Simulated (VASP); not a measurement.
NiO:

```xyz
2
Lattice="0.0000 2.0859 2.0859 2.0859 0.0000 2.0859 2.0859 2.0859 0.0000" Properties=species:S:1:pos:R:3 pbc="T T T"
Ni    0.0000    0.0000    0.0000
O     2.0859    2.0859    2.0859
```

Base run:

```yaml
Program: VASP 6.6.1
Functional: PBE
Potentials_or_basis: VASP PAW PBE potentials, release 64 (Ni, O)
Cutoff: 520 eV
k_mesh: 14 × 14 × 14
Occupations: fermi-dirac, width 0.1 eV
Spin: collinear spin, ferromagnetic start
Starting_moments: "[0.38, 0.05] μB"
Fixed_moment: 0.4 μB
```

Its results: pressure -1.1 GPa; site moments Ni +0.35; O +0.04 μB.

The run is repeated on the same cell with these changes: fixed moment from 0.4 μB to 1.8 μB; moments at the start from [0.38, 0.05] to [1.59, 0.33]. What comes out?

Pressure 6.5 GPa; site moments Ni +1.47; O +0.28 μB.

Caveats: the total moment is fixed, so each spin has its own Fermi level; the cell stands under pressure (at least some runs); a cell with one magnetic atom can't hold antiferromagnetic order, which such compounds often take (at least some runs).
